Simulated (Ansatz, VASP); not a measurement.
**Li2MgSiTe4: VASP beside Ansatz**

```
Li Mg Si Te
1.0
    -3.27904    3.27904    6.08928
     3.27904   -3.27904    6.08928
     3.27904    3.27904   -6.08928
Li Mg Si Te
2 1 1 4
Direct
  0.00000 0.00000 0.00000
  0.75000 0.25000 0.50000
  0.25000 0.75000 0.50000
  0.50000 0.50000 0.00000
  0.14780 0.60459 0.99246
  0.39541 0.38787 0.54321
  0.61213 0.15534 0.00754
  0.84466 0.85220 0.45679
```

Alike in both runs: task single point; functional r2SCAN; k mesh 6 × 6 × 6; no spin polarisation.

|  | VASP | Ansatz |
| --- | --- | --- |
| version | VASP 6.6.1 | Ansatz 0.2.0 |
| potentials or method | VASP PAW PBE potentials, release 64 (Li_sv, Mg, Si, Te) | plane waves, PAW |
| plane-wave cutoff (eV) | 520 | 500 |
| occupations | gaussian, width 0.01 eV | fixed |
| valence electrons in the cell | 36 | 84 |

|  | VASP | Ansatz | Ansatz less VASP |
| --- | --- | --- | --- |
| gap on the k mesh at the Fermi level (eV) | 1.99 | 1.99 | +0.005 |
| rms of the force components (eV/Å) | 0.113 | 0.119 | +0.0059 |

VASP's potentials were made for PBE, not for r2SCAN. Atom by atom the forces differ by 0.007 eV/Å (rms over components). VASP's potentials hold 36 valence electrons a cell and Ansatz's 84, so a difference there can come from the potentials and not from the codes.

Spin-orbit coupling is off throughout. Noted on VASP's run: the cutoff is under 1.25 times that of the potentials, so the pressure is a little rough.
